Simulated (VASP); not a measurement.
# ZnS (P6_3mc) in VASP: vibrations by perturbation theory with PBE

Aim: the vibrations by perturbation theory of ZnS with PBE.

All numbers are computed with VASP 6.6.1; they aren't measurements. Logs are shortened: lines on timing, memory, paths and dates and some standing lists are left out, and cuts for length are marked.

## Step 1: The cell of the first run

The structure is hexagonal, space group P6_3mc (No. 186). The conventional cell has a = 3.846 Å, b = 3.846 Å, c = 6.304 Å, α = 90.00°, β = 90.00°, γ = 120.00°. Within 3.1 Å of Zn (site symmetry 3m) lie 4 S at 2.36 Å. S (site symmetry 3m) has 4 Zn at 2.36 Å within 3.1 Å.

## Step 2: Vibrations by perturbation theory, PBE

INCAR reads:

```
SYSTEM = ZnS
PREC = Accurate
ENCUT = 520
EDIFF = 1E-8
ISMEAR = 0
SIGMA = 0.05
LREAL = .FALSE.
LASPH = .TRUE.
NELM = 60
ALGO = Normal
ISIF = 2
LWAVE = .FALSE.
LCHARG = .FALSE.
GGA = PE
IBRION = 8
NSW = 1
```

KPOINTS reads:

```
Automatic mesh
0
G
  9 9 4
  0 0 0
```

POSCAR reads:

```
ZnS
1.0
    3.8455587354      0.0000000000      0.0000000000
   -1.9227793677      3.3303515566      0.0000000000
    0.0000000000      0.0000000000      6.3037246812
Zn S
2 2
Direct
    0.3333333333      0.6666666667      0.0052003729
    0.6666666667      0.3333333333      0.5052003729
    0.3333333333      0.6666666667      0.3797996271
    0.6666666667      0.3333333333      0.8797996271
```

Potentials or basis: VASP PAW PBE potentials, release 64 (Zn, S).

Launch:

```sh
$ cat potpaw_PBE.64/Zn/POTCAR potpaw_PBE.64/S/POTCAR > POTCAR
$ mpirun -np 1 vasp_std > vasp.out
```

OUTCAR:

```text
SYSTEM = ZnS
   PREC = Accurate
   ENCUT = 520
   EDIFF = 1E-8
   ISMEAR = 0
   LREAL = .FALSE.
   LASPH = .TRUE.
   NELM = 60
   ISIF = 2
   GGA = PE
   IBRION = 8
   NSW = 1

 ion  position               nearest neighbor table
   1  0.333  0.667  0.005-   4 2.36   4 2.36   4 2.36   3 2.36
   2  0.667  0.333  0.505-   3 2.36   3 2.36   3 2.36   4 2.36
   3  0.333  0.667  0.380-   2 2.36   2 2.36   2 2.36   1 2.36
   4  0.667  0.333  0.880-   1 2.36   1 2.36   1 2.36   2 2.36

  LATTYP: Found a hexagonal cell.
 ALAT       =     3.8455587354
 C/A-ratio  =     1.6392220520

  Lattice vectors:

 A1 = (   3.8455587354,   0.0000000000,   0.0000000000)
 A2 = (  -1.9227793677,   3.3303515566,   0.0000000000)
 A3 = (   0.0000000000,   0.0000000000,   6.3037246812)

Analysis of symmetry for initial positions (statically):
=====================================================================
 Subroutine PRICEL returns:
 Original cell was already a primitive cell.

 Routine SETGRP: Setting up the symmetry group for a
 hexagonal supercell.

 Subroutine GETGRP returns: Found 12 space group operations
 (whereof  6 operations were pure point group operations)
 out of a pool of 24 trial point group operations.

The static configuration has the point symmetry C_3v.
 The point group associated with its full space group is C_6v.

Analysis of symmetry for dynamics (positions and initial velocities):
=====================================================================
 Subroutine PRICEL returns:
 Original cell was already a primitive cell.

 Routine SETGRP: Setting up the symmetry group for a
 hexagonal supercell.

 Subroutine GETGRP returns: Found 12 space group operations
 (whereof  6 operations were pure point group operations)
 out of a pool of 24 trial point group operations.

The dynamic configuration has the point symmetry C_3v.
 The point group associated with its full space group is C_6v.

 Subroutine INISYM returns: Found 12 space group operations
 (whereof  6 operations are pure point group operations),
 and found     1 'primitive' translations

----------------------------------------------------------------------------------------

                                     Primitive cell

  volume of cell :      80.7322

  direct lattice vectors                    reciprocal lattice vectors
     3.845558735  0.000000000  0.000000000     0.260040236  0.150134300  0.000000000
    -1.922779368  3.330351557  0.000000000     0.000000000  0.300268600  0.000000000
     0.000000000  0.000000000  6.303724681     0.000000000  0.000000000  0.158636370

  length of vectors
     3.845558735  3.845558735  6.303724681     0.300268600  0.300268600  0.158636370

  position of ions in fractional coordinates (direct lattice)
     0.333333333  0.666666667  0.005200373
     0.666666667  0.333333333  0.505200373
     0.333333333  0.666666667  0.379799627
     0.666666667  0.333333333  0.879799627

  ion indices of the primitive-cell ions
   primitive index   ion index
                 1           1
                 2           2
                 3           3
[... 121 lines left out ...]

  energy without entropy =      -13.69366382  energy(sigma->0) =      -13.69366382

 E-fermi :   2.1493     XC(G=0):  -9.5167

 val. band max:        1.9138897340   @ k =   0.0000   0.0000   0.0000
 cond. band min:       3.9973012857   @ k =   0.0000   0.0000   0.0000
 fundamental gap:      2.0834115517
 Fermi energy:         2.1492731780

 k-point     1 :       0.0000    0.0000    0.0000
  band No.  band energies     occupation
      1     -11.0937      2.00000
      2     -10.2039      2.00000
      3      -4.3412      2.00000
      4      -4.3296      2.00000
      5      -4.3296      2.00000
      6      -4.2515      2.00000
[... 589 lines left out ...]
     21       7.0435      0.00000
     22       9.3507      0.00000

 [... further k-points ...]

------------------------ aborting loop because EDIFF is reached ----------------------------------------

  FORCE on cell =-STRESS in cart. coord.  units (eV):
  Direction    XX          YY          ZZ          XY          YZ          ZX
  --------------------------------------------------------------------------------------
  -------------------------------------------------------------------------------------
  Total        0.0682791      0.0682791      0.0845090      0.0000000      0.0000000      0.0000000
  in kB        1.3550385      1.3550385      1.6771300      0.0000000      0.0000000      0.0000000
  external PRESSURE =       1.4624023 kB  Pullay stress =       0.0000000 kB

 VOLUME and BASIS-vectors are now :
 -----------------------------------------------------------------------------
  energy-cutoff  :      520.00
  volume of cell :       80.73
      direct lattice vectors                 reciprocal lattice vectors
     3.845558735  0.000000000  0.000000000     0.260040236  0.150134300  0.000000000
    -1.922779368  3.330351557  0.000000000     0.000000000  0.300268600  0.000000000
     0.000000000  0.000000000  6.303724681     0.000000000  0.000000000  0.158636370

 POSITION                                       TOTAL-FORCE (eV/Angst)
 -----------------------------------------------------------------------------------
     -0.00000      2.22023      0.03278        -0.000000      0.000000      0.000913
      1.92278      1.11012      3.18464        -0.000000     -0.000000      0.000913
     -0.00000      2.22023      2.39415         0.000000     -0.000000     -0.000913
      1.92278      1.11012      5.54601         0.000000      0.000000     -0.000913
 -----------------------------------------------------------------------------------
    total drift:                               -0.000000     -0.000000     -0.000183

  FREE ENERGIE OF THE ION-ELECTRON SYSTEM (eV)
  ---------------------------------------------------
  free  energy   TOTEN  =       -13.6936638155 eV

  energy  without entropy=      -13.6936638155  energy(sigma->0) =      -13.69366382

[... ionic steps 2 to 9 ...]

--------------------------------------- Ionic step       10  -------------------------------------------

------------------------ aborting loop because EDIFF is reached ----------------------------------------

[... ionic steps 11 to 11 ...]

--------------------------------------- Ionic step       12  -------------------------------------------

 Free energy of the ion-electron system (eV)
  ---------------------------------------------------
  ---------------------------------------------------
  free energy    TOTEN  =        -0.12380787 eV

  energy without entropy =       -0.12380787

------------------------ aborting loop because EDIFF is reached ----------------------------------------

 INTERNAL STRAIN TENSOR  FOR ION    3  DIRECTION 3   (eV/Angst):
 -----------------------------------------------------------------------------
     3.00368  0.00000  0.00000
     0.00000  3.00368 -0.00000
     0.00000  0.00000 -5.42009

 INTERNAL STRAIN TENSOR FOR ION    4 for displacements in x,y,z  (eV/Angst):
          X           Y           Z          XY          YZ          ZX
  --------------------------------------------------------------------------------
  x     0.00000     0.00000    -0.00000     5.47052     0.00000     3.24586
  y     5.47052    -5.47052    -0.00000     0.00000     2.77231     0.00000
  z     3.00368     3.00368    -5.42009     0.00000    -0.00000     0.00000

 SECOND DERIVATIVES (NOT SYMMETRIZED)
 ------------------------------------
               1X          1Y          1Z          2X          2Y          2Z          3X          3Y          3Z          4X          4Y          4Z
  1X    -5.345210   -0.000000    0.000000   -0.187075    0.000000    0.000000    0.326935    0.000000    0.000000    5.205350   -0.000000   -0.000000
  1Y     0.000000   -5.345210    0.000000   -0.000000   -0.187075    0.000000   -0.000000    0.326935    0.000000    0.000000    5.205350    0.000000
  1Z     0.000000    0.000000   -7.012425    0.000000    0.000000    1.791151    0.000000    0.000000    3.546360    0.000000   -0.000000    1.674915
  2X    -0.187075   -0.000000    0.000000   -5.345210   -0.000000    0.000000    5.205350    0.000000    0.000000    0.326935    0.000000   -0.000000
  2Y     0.000000   -0.187075    0.000000    0.000000   -5.345210    0.000000    0.000000    5.205350   -0.000000   -0.000000    0.326935   -0.000000
  2Z     0.000000   -0.000000    1.791151    0.000000   -0.000000   -7.012425    0.000000    0.000000    1.674915    0.000000    0.000000    3.546360
  3X     0.314069    0.000000    0.000000    5.193142    0.000000   -0.000000   -6.050976   -0.000000    0.000000    0.543764   -0.000000    0.000000
  3Y     0.000000    0.314069    0.000000   -0.000000    5.193142    0.000000   -0.000000   -6.050976    0.000000    0.000000    0.543764    0.000000
  3Z     0.000000    0.000000    3.574556    0.000000    0.000000    1.684161    0.000000    0.000000   -8.628928    0.000000    0.000000    3.370210
  4X     5.193142    0.000000    0.000000    0.314069   -0.000000   -0.000000    0.543764   -0.000000    0.000000   -6.050976    0.000000    0.000000
  4Y    -0.000000    5.193142   -0.000000   -0.000000    0.314069    0.000000   -0.000000    0.543764    0.000000   -0.000000   -6.050976    0.000000
  4Z     0.000000    0.000000    1.684161    0.000000   -0.000000    3.574556    0.000000    0.000000    3.370210    0.000000   -0.000000   -8.628928

 Eigenvectors and eigenvalues of the dynamical matrix
 ----------------------------------------------------

   1 f  =    9.650301 THz    60.634628 2PiTHz  321.899384 cm-1    39.910419 meV
             X         Y         Z           dx          dy          dz
     -0.000000  2.220234  0.032782     0.000000   -0.000000    0.116267
      1.922779  1.110117  3.184644    -0.000000   -0.000000   -0.116267
     -0.000000  2.220234  2.394152     0.000000   -0.000000   -0.697483
      1.922779  1.110117  5.546015    -0.000000    0.000000    0.697483
[... 71 lines left out ...]
  12 f/i=    0.012943 THz     0.081326 2PiTHz    0.431746 cm-1     0.053530 meV
             X         Y         Z           dx          dy          dz
     -0.000000  2.220234  0.032782    -0.000000   -0.000000   -0.579890
      1.922779  1.110117  3.184644    -0.000000   -0.000000   -0.579890
     -0.000000  2.220234  2.394152    -0.000000   -0.000000   -0.404633
      1.922779  1.110117  5.546015    -0.000000   -0.000000   -0.404633

--------------------------------------------------------------------------------------------------------

 ELASTIC MODULI CONTR FROM IONIC RELAXATION (kBar)
 Direction    XX          YY          ZZ          XY          YZ          ZX
 --------------------------------------------------------------------------------
 XX        -248.6122    112.0710    123.1094      0.0000      0.0000      0.0000
 YY         112.0710   -248.6122    123.1094     -0.0000     -0.0000     -0.0000
 ZZ         123.1094    123.1094   -221.9979      0.0000     -0.0000      0.0000
 XY           0.0000     -0.0000      0.0000   -180.3416      0.0000      0.0000
 YZ           0.0000     -0.0000     -0.0000      0.0000    -59.2057      0.0000
 ZX           0.0000     -0.0000      0.0000      0.0000      0.0000    -71.8098
 --------------------------------------------------------------------------------
```

Run time: 11 min. Hardware: 1 thread of AMD EPYC 7R13 (Zen 3), shared host; peak memory 0.66 GiB.

Results:

| Item | Value |
| --- | --- |
| Highest phonon frequency at Γ, LO-TO splitting left out | 322 cm⁻¹ |

Phonon frequencies in cm⁻¹ (negative: imaginary):
| q point | frequencies |
| --- | --- |
| (0.000, 0.000, 0.000) | 0 0 0 71 71 186 258 264 264 269 269 322 |
